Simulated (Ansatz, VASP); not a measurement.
# TaC: VASP beside Ansatz

File INCAR:

```
SYSTEM = TaC
PREC = Accurate
ENCUT = 600
EDIFF = 1E-6
ISMEAR = -1
SIGMA = 0.1
LREAL = .False.
LASPH = .True.
NELM = 120
ALGO = Normal
ISIF = 2
LWAVE = .False.
LCHARG = .False.
GGA = PS
IVDW = 12
NBANDS = 14
GGA_COMPAT = .False.
```

File KPOINTS:

```
regular mesh
0
Gamma
  4 4 4
  0 0 0
```

Contents of POSCAR:

```
TaC
1.0
    0.0000000000      2.2230000000      2.2230000000
    2.2230000000      0.0000000000      2.2230000000
    2.2230000000      2.2230000000      0.0000000000
Ta C
1 1
Direct
    0.0000000000      0.0000000000      0.0000000000
    0.5000000000      0.5000000000      0.5000000000
```

Input for Ansatz:

```yaml
crystal:
  lattice:
    - [0.0, 2.223, 2.223]
    - [2.223, 0.0, 2.223]
    - [2.223, 2.223, 0.0]
  atoms:
    - { symbol: Ta, position: [0.0, 0.0, 0.0] }
    - { symbol: C, position: [0.5, 0.5, 0.5] }
basis:
  ecutwfc: 462.593566181796
kpoints:
  mp_grid:
    grid: [4, 4, 4]
hamiltonian:
  xc: pbesol
  dispersion: d3bj
scf:
  occupations:
    method: fermi_dirac
    width: 0.1
output:
  stress: true
```

Alike in both runs: task single point; functional PBEsol; dispersion D3(BJ); k mesh 4 × 4 × 4; occupations fermi-dirac, width 0.1 eV; no spin polarisation.

|  | VASP | Ansatz |
| --- | --- | --- |
| version | VASP 6.6.1 | Ansatz 0.2.0 |
| potentials or method | VASP PAW PBE potentials, release 64 (Ta_pv, C), cutoff 600 eV | plane waves, PAW |
| valence electrons in the cell | 15 | 17 |

```csv
,VASP,Ansatz,Ansatz less VASP
pressure (GPa),-6.1,-6.9,-0.82
```

VASP's potentials were made for PBE, not for PBEsol. VASP's potentials hold 15 valence electrons a cell and Ansatz's 17, so a difference there can come from the potentials and not from the codes.

The k mesh is coarse, so the values compare programs but aren't converged. Spin-orbit coupling is off throughout.
